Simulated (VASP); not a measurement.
Cu: single point with PBE

Cu:

```
Cu
1.0
     0.00000    1.77808    1.77808
     1.77808    0.00000    1.77808
     1.77808    1.77808    0.00000
Cu
1
Cartesian
  0.0000 0.0000 0.0000
```

* Program: VASP 6.6.1
* Task: single point
* Functional: PBE
* Potentials or basis: VASP PAW PBE potentials, release 64 (Cu)
* Cutoff: 520 eV
* k mesh: 26 × 26 × 26
* Occupations: fermi-dirac, width 0.0612256 eV
* Spin: no spin polarisation
* Dipole correction: no
* Further INCAR settings: ALGO = Normal; EDIFF = 1e-06; NBANDS = 12

* Pressure: 10.7 GPa

Levels at points of the mesh, in eV from the Fermi level:
```csv
k point,band 4,band 5,band 6,band 7,band 8,band 9
"(0.00, 0.00, 0.00)",-3.20,-2.32,-2.32,22.97,26.00,26.00
"(0.50, 0.00, 0.00)",-1.70,-1.70,-1.17,3.99,21.43,22.83
"(0.50, 0.50, 0.00)",-1.55,-1.55,1.44,7.44,13.45,13.45
```

Run time: 60 s on 1 thread of Intel Xeon 6975P-C, on a shared host, peak memory 0.18 GiB.
